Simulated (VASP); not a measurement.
# La (P6/mmm) in VASP: single point with LDA

Aim: the single point of La with LDA.

All numbers are computed with VASP 6.6.1; they aren't measurements. Logs are shortened: lines on timing, memory, paths and dates and some standing lists are left out, and cuts for length are marked.

## Step 1: The cell of the first run

It takes space group P6/mmm (No. 191, hexagonal). Conventional cell: a = 4.320 Å, b = 4.320 Å, c = 4.416 Å, α = 90.00°, β = 90.00°, γ = 120.00°. La (site symmetry 6/mmm) has 8 La at 4.32 to 4.42 Å within 5.7 Å.

## Step 2: Single point, LDA

File INCAR:

```
SYSTEM = La
PREC = Accurate
ENCUT = 520
EDIFF = 1E-6
ISMEAR = 1
SIGMA = 0.1
LREAL = .FALSE.
LASPH = .TRUE.
NELM = 60
ALGO = Normal
ISIF = 2
LWAVE = .FALSE.
LCHARG = .TRUE.
GGA = CA
LELF = .TRUE.
LVHAR = .TRUE.
NBANDS = 12
```

File KPOINTS:

```
Automatic mesh
0
G
  8 8 7
  0 0 0
```

File POSCAR:

```
La
1.0
    4.3200000000      0.0000000000      0.0000000000
   -2.1600000000      3.7412300000      0.0000000000
    0.0000000000      0.0000000000      4.4160000000
La
1
Direct
    0.0000000000      0.0000000000      0.0000000000
```

Potentials or basis: VASP PAW LDA potentials, release 64 (La).

Started as:

```bash
cat potpaw_LDA.64/La/POTCAR > POTCAR
mpirun -np 1 vasp_std > vasp.out
```

OUTCAR:

```text
SYSTEM = La
   PREC = Accurate
   ENCUT = 520
   EDIFF = 1E-6
   ISMEAR = 1
   LREAL = .FALSE.
   LASPH = .TRUE.
   NELM = 60
   ISIF = 2
   GGA = CA

 ion  position               nearest neighbor table
   1  0.000  0.000  0.000-

  LATTYP: Found a hexagonal cell.
 ALAT       =     4.3200000000
 C/A-ratio  =     1.0222222222

  Lattice vectors:

 A1 = (   4.3200000000,   0.0000000000,   0.0000000000)
 A2 = (  -2.1600000000,   3.7412300000,   0.0000000000)
 A3 = (   0.0000000000,   0.0000000000,   4.4160000000)

Analysis of symmetry for initial positions (statically):
=====================================================================
 Subroutine PRICEL returns:
 Original cell was already a primitive cell.

 Routine SETGRP: Setting up the symmetry group for a
 hexagonal supercell.

 Subroutine GETGRP returns: Found 24 space group operations
 (whereof 24 operations were pure point group operations)
 out of a pool of 24 trial point group operations.

The static configuration has the point symmetry D_6h.

Analysis of symmetry for dynamics (positions and initial velocities):
=====================================================================
 Subroutine PRICEL returns:
 Original cell was already a primitive cell.

 Routine SETGRP: Setting up the symmetry group for a
 hexagonal supercell.

 Subroutine GETGRP returns: Found 24 space group operations
 (whereof 24 operations were pure point group operations)
 out of a pool of 24 trial point group operations.

The dynamic configuration has the point symmetry D_6h.

 Subroutine INISYM returns: Found 24 space group operations
 (whereof 24 operations are pure point group operations),
 and found     1 'primitive' translations

----------------------------------------------------------------------------------------

                                     Primitive cell

  volume of cell :      71.3719

  direct lattice vectors                    reciprocal lattice vectors
     4.320000000  0.000000000  0.000000000     0.231481481  0.133645887  0.000000000
    -2.160000000  3.741230000  0.000000000     0.000000000  0.267291773  0.000000000
     0.000000000  0.000000000  4.416000000     0.000000000  0.000000000  0.226449275

  length of vectors
     4.320000000  4.320000221  4.416000000     0.267291787  0.267291773  0.226449275

  position of ions in fractional coordinates (direct lattice)
     0.000000000  0.000000000  0.000000000

  ion indices of the primitive-cell ions
   primitive index   ion index
                 1           1

----------------------------------------------------------------------------------------

 KPOINTS: Automatic mesh

Automatic generation of k-mesh.
 Grid dimensions read from file:
 generate k-points for:    8    8    7

 Generating k-lattice:

  Cartesian coordinates                     Fractional coordinates (reciprocal lattice)
     0.028935185  0.016705736  0.000000000     0.125000000  0.000000000  0.000000000
     0.000000000  0.033411472  0.000000000     0.000000000  0.125000000  0.000000000
     0.000000000  0.000000000  0.032349896     0.000000000  0.000000000  0.142857143

  Length of vectors
     0.033411473  0.033411472  0.032349896

  Shift w.r.t. Gamma in fractional coordinates (k-lattice)
     0.000000000  0.000000000  0.000000000

 Subroutine IBZKPT returns following result:
 ===========================================

 Found     40 irreducible k-points:

 Following reciprocal coordinates:
            Coordinates               Weight
  0.000000  0.000000  0.000000      1.000000
  0.125000 -0.000000  0.000000      6.000000
  0.250000 -0.000000  0.000000      6.000000
  0.375000 -0.000000  0.000000      6.000000
  0.500000 -0.000000  0.000000      3.000000
  0.125000  0.125000  0.000000      6.000000
[... 16 lines left out ...]
  0.250000 -0.000000  0.285714     12.000000
  0.375000 -0.000000  0.285714     12.000000
 [... further k-points ...]
   k-points           NKPTS =     40   k-points in BZ     NKDIM =     40   number of bands    NBANDS=     12
   number of dos      NEDOS =    301   number of ions     NIONS =      1
   total plane-waves  NPLWV =  36864
   dimension x,y,z NGX =    32 NGY =   32 NGZ =   36
   dimension x,y,z NGXF=    64 NGYF=   64 NGZF=   72
   ions per type =               1
   NGX,Y,Z   is equivalent  to a cutoff of  12.31, 12.31, 13.55 a.u.
   NGXF,Y,Z  is equivalent  to a cutoff of  24.63, 24.63, 27.11 a.u.
 SYSTEM =  La
   PREC   = accura    normal or accurate (medium, high low for compatibility)
   ISTART =      0    job   : 0-new  1-cont  2-samecut
   ICHARG =      2    charge: 1-file 2-atom 10-const
   ISPIN  =      1    spin polarized calculation?
   LNONCOLLINEAR =      F non collinear calculations
   LSORBIT =      F    spin-orbit coupling
   LASPH  =      T    aspherical Exc in radial PAW
   ENCUT  =  520.0 eV  38.22 Ry    6.18 a.u.   8.03  8.03  8.21*2*pi/ulx,y,z
   NELM   =     60;   NELMIN=  2; NELMDL= -5     # of ELM steps
   EDIFF  = 0.1E-05   stopping-criterion for ELM
   LREAL  =      F    real-space projection
   EDIFFG = 0.1E-04   stopping-criterion for IOM
   NSW    =      0    number of steps for IOM
   IBRION =     -1    ionic relax: 0-MD 1-quasi-New 2-CG
   NFREE  =      0    steps in history (QN), initial steepest desc. (CG)
   ISIF   =      2    stress and relaxation
   ISYM   =      2    0-nonsym 1-usesym 2-fastsym
   POTIM  = 0.5000    time-step for ionic-motion
   TEBEG  =    0.0;   TEEND  =   0.0 temperature during run
   PSTRESS=    0.0 pullay stress
   NELECT =      11.0000    total number of electrons
   NUPDOWN=      -1.0000    fix difference up-down
   EMIN   =  10.00;   EMAX   =-10.00  energy-range for DOS
   EFERMI =   0.00;   METHOD = LEGACY
   ISMEAR =     1;   SIGMA  =   0.10  broadening in eV -4-tet -1-fermi 0-gaus
   EFERMI_NEDOS =   21; number of points for ismear=-14 and -15
   IALGO  =     38    algorithm
   IMIX   =      4    mixing-type and parameters
     AMIX     =   0.40;   BMIX     =  1.00
     AMIX_MAG =   1.60;   BMIX_MAG =  1.00
  volume/ion in A,a.u.               =      71.37       481.64
  Fermi-wavevector in a.u.,A,eV,Ry     =   0.877735  1.658678 10.482179  0.770418
  Thomas-Fermi vector in A             =   1.997724
   LORBIT       =      0    0 simple, 1 ext, 2 COOP (PROOUT), +10 PAW based schemes
   GGA     = CA    functional components
   LHFCALC =     F    Hartree Fock is set to
   AEXX    =    0.0000 exact exchange contribution
   IVDW    =     0    specifies the selected vdW correction
   LEPSILON=     F    determine dielectric tensor
   LRPA    =     F    only Hartree local field effects (RPA)
 non-spin polarized calculation
 Methfessel and Paxton  Order N= 1 SIGMA  =   0.10
  energy-cutoff  :      520.00
  volume of cell :       71.37
 maximum number of plane-waves:      1937
   NGX = 17   NGY = 17   NGZ = 17

 number of electron      11.0000001 magnetization

 Free energy of the ion-electron system (eV)
  ---------------------------------------------------
  ext. energy  EPLUGINS =         0.00000000
  ---------------------------------------------------
  free energy    TOTEN  =        -3.92931474 eV

  energy without entropy =       -3.92703526  energy(sigma->0) =       -3.92855491

 E-fermi :   2.7871     XC(G=0):  -7.3693

 val. band max:        2.7671519198   @ k =   0.3750  -0.0000   0.1429
 cond. band min:       2.7966797842   @ k =   0.2500  -0.0000   0.1429
 fundamental gap:      0.0295278644
 Fermi energy:         2.7870815991

 k-point     1 :       0.0000    0.0000    0.0000
  band No.  band energies     occupation
      1     -31.0601      2.00000
      2     -14.6394      2.00000
      3     -14.5104      2.00000
      4     -14.5104      2.00000
      5       0.1496      2.00000
      6       2.4583      2.00003
      7       3.1901     -0.00000
      8       3.3046     -0.00000
      9       3.3457     -0.00000
     10       3.3459     -0.00000
     11       3.3533     -0.00000
     12       3.3533     -0.00000

 k-point     2 :       0.1250   -0.0000    0.0000
  band No.  band energies     occupation
      1     -31.0572      2.00000
      2     -14.6349      2.00000
      3     -14.5507      2.00000
      4     -14.5199      2.00000
      5       0.3840      2.00000
      6       2.5551      2.00498
      7       3.1213     -0.00002
      8       3.3114     -0.00000
      9       3.3417     -0.00000
     10       3.3440     -0.00000
     11       3.3506     -0.00000
     12       3.3629     -0.00000

 k-point     3 :       0.2500   -0.0000    0.0000
  band No.  band energies     occupation
      1     -31.0500      2.00000
      2     -14.6461      2.00000
      3     -14.6240      2.00000
      4     -14.5428      2.00000
      5       0.9889      2.00000
      6       2.7074      1.97824
      7       3.0246     -0.00396
      8       3.3151     -0.00000
      9       3.3209     -0.00000
     10       3.3402     -0.00000
     11       3.3564     -0.00000
     12       3.3632     -0.00000
[... 286 lines left out ...]
 k-point    23 :       0.2500   -0.0000    0.2857
  band No.  band energies     occupation
      1     -31.0454      2.00000
      2     -14.7144      2.00000
      3     -14.6373      2.00000
      4     -14.5356      2.00000
      5       1.6055      2.00000
      6       2.8651      0.03028
      7       3.1195     -0.00003
      8       3.2255     -0.00000
      9       3.3037     -0.00000
     10       3.3325     -0.00000
     11       3.3608     -0.00000
     12       3.4000     -0.00000

 k-point    24 :       0.3750   -0.0000    0.2857
  band No.  band energies     occupation
      1     -31.0383      2.00000
      2     -14.7292      2.00000
      3     -14.7014      2.00000
      4     -14.5580      2.00000
      5       2.0422      2.00000
      6       2.6393      2.05728
      7       3.2266     -0.00000
      8       3.2460     -0.00000
      9       3.2851     -0.00000
     10       3.2995     -0.00000
     11       3.3809     -0.00000
     12       3.4046     -0.00000

 [... further k-points ...]

------------------------ aborting loop because EDIFF is reached ----------------------------------------

  FORCE on cell =-STRESS in cart. coord.  units (eV):
  Direction    XX          YY          ZZ          XY          YZ          ZX
  --------------------------------------------------------------------------------------
  -------------------------------------------------------------------------------------
  Total       -3.1447760     -3.1447764     -2.3992051     -0.0000000      0.0000000      0.0000000
  in kB      -70.5948595    -70.5948692    -53.8580633     -0.0000000      0.0000000      0.0000000
  external PRESSURE =     -65.0159307 kB  Pullay stress =       0.0000000 kB

 VOLUME and BASIS-vectors are now :
 -----------------------------------------------------------------------------
  energy-cutoff  :      520.00
  volume of cell :       71.37
      direct lattice vectors                 reciprocal lattice vectors
     4.320000000  0.000000000  0.000000000     0.231481481  0.133645887  0.000000000
    -2.160000000  3.741230000  0.000000000     0.000000000  0.267291773  0.000000000
     0.000000000  0.000000000  4.416000000     0.000000000  0.000000000  0.226449275

 POSITION                                       TOTAL-FORCE (eV/Angst)
 -----------------------------------------------------------------------------------
      0.00000      0.00000      0.00000         0.000000      0.000000      0.000000
 -----------------------------------------------------------------------------------
    total drift:                               -0.000000      0.000000      0.000000

  FREE ENERGIE OF THE ION-ELECTRON SYSTEM (eV)
  ---------------------------------------------------
  free  energy   TOTEN  =        -3.9293147388 eV

  energy  without entropy=       -3.9270352647  energy(sigma->0) =       -3.92855491
```

Wall time 17 s (1 thread of Intel Xeon Platinum 8375C at 2.90GHz (Ice Lake), shared host); peak memory 0.18 GiB.

Results:

```yaml
Free_energy: -3.9293 eV
Pressure: -6.5 GPa
```

Caveat: spin-orbit coupling is left out, which moves the levels of the heavy elements.
